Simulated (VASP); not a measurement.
SiSn7:

```
Si Sn
1.0
     6.35000    0.00000    0.00000
     0.00000    6.35000    0.00000
     0.00000    0.00000    6.35000
Si Sn
1 7
Direct
  0.00000 0.00000 0.00000
  0.00000 0.50000 0.50000
  0.25000 0.75000 0.75000
  0.50000 0.00000 0.50000
  0.75000 0.25000 0.75000
  0.75000 0.75000 0.25000
  0.50000 0.50000 0.00000
  0.25000 0.25000 0.25000
```

```yaml
Program: VASP 6.6.1
Task: relaxation of cell and atoms
Functional: PBE
Potentials_or_basis: VASP PAW PBE potentials, release 64 (Si, Sn_d)
Cutoff: 600 eV
k_mesh: 3 × 3 × 3
Occupations: gaussian, width 0.2 eV
Spin: no spin polarisation
```

At the start: pressure 4.1 GPa; volume 32.01 Å³/atom.

**Question.** How do energy, volume and symmetry change on relaxing?

**Answer.** Over 5 steps the energy falls by 67.7 meV/atom and the volume is 34.43 Å³/atom (+7.6 %); space group P-43m (No. 215, to 0.1 Å) before and after.

Step by step:
| step | energy change (eV) | largest force (eV/Å) | pressure (GPa) | volume (Å³) |
| --- | --- | --- | --- | --- |
| 1 | 0.0000 | 1.2328 | 4.12 | 256.05 |
| 2 | -0.4179 | 0.5032 | -1.35 | 287.78 |
| 3 | -0.4302 | 0.6002 | -0.67 | 282.56 |
| 4 | -0.5040 | 0.3648 | -0.38 | 279.53 |
| 5 | -0.5413 | 0.0064 | 0.13 | 275.48 |

Final structure:
```
CELL_PARAMETERS angstrom
6.50670 0.00000 0.00000
0.00000 6.50670 0.00000
0.00000 0.00000 6.50670
ATOMIC_POSITIONS crystal
Si 0.00000 0.00000 0.00000
Sn 0.00000 0.50000 0.50000
Sn 0.23859 0.76141 0.76141
Sn 0.50000 0.00000 0.50000
Sn 0.76141 0.23859 0.76141
Sn 0.76141 0.76141 0.23859
Sn 0.50000 0.50000 0.00000
Sn 0.23859 0.23859 0.23859
```
